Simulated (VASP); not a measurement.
Crystal: LiF (Griceite).

```xyz
2
Lattice="0.0000 1.9949 1.9949 1.9949 0.0000 1.9949 1.9949 1.9949 0.0000" Properties=species:S:1:pos:R:3 pbc="T T T"
Li    0.0000    0.0000    0.0000
F     1.9949    1.9949    1.9949
```

Base run:

```yaml
Program: VASP 6.6.1
Functional: PBE
Potentials_or_basis: VASP PAW PBE potentials, release 64 (Li_sv, F)
Cutoff: 750 eV
k_mesh: 8 × 8 × 8
Occupations: fermi-dirac, width 0.5 eV
Spin: no spin polarisation
```

Its results: band gap on the k mesh 9.34 eV, direct; pressure 3.7 GPa.

Q: The run is repeated on the same cell with these changes: k mesh from 8 × 8 × 8 to 3 × 3 × 3; occupations from fermi-dirac, width 0.5 eV to gaussian, width 0.01 eV. What comes out?

A: Band gap on the k mesh 9.32 eV, direct; pressure 4.2 GPa.

Caveats: some runs use coarse meshes.

A k mesh can miss the band edges.
